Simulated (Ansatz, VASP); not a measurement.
## Two plane-wave programs on TaF3

```
CELL_PARAMETERS angstrom
3.90120 0.00000 0.00000
0.00000 3.90120 0.00000
0.00000 0.00000 3.90120
ATOMIC_POSITIONS crystal
Ta 0.00000 0.00000 0.00000
F 0.50000 0.00000 0.00000
F 0.00000 0.50000 0.00000
F 0.00000 0.00000 0.50000
```

Alike in both runs: task single point; functional PBE; k mesh 4 × 4 × 4; occupations gaussian, width 0.1 eV; no spin polarisation.

|  | VASP | Ansatz |
| --- | --- | --- |
| version | VASP 6.6.1 | Ansatz 0.2.0 |
| potentials or method | VASP PAW PBE potentials, release 64 (Ta_pv, F), cutoff 520 eV | scalar-relativistic, plane waves, PAW |
| valence electrons in the cell | 32 | 34 |

Ansatz gave:

| Item | Value |
| --- | --- |
| gap on the k mesh at the Fermi level (eV) | none |
| pressure (GPa) | 25.7 |

Question: Which values does VASP return?

Answer: gap on the k mesh at the Fermi level (eV): none; pressure (GPa): 26.2.

A gap of «none» marks a metal or a gap that the smearing closes. VASP's potentials hold 32 valence electrons a cell and Ansatz's 34, so a difference there can come from the potentials and not from the codes.

The k mesh is coarse, so the values compare programs but aren't converged. Spin-orbit coupling is off throughout.
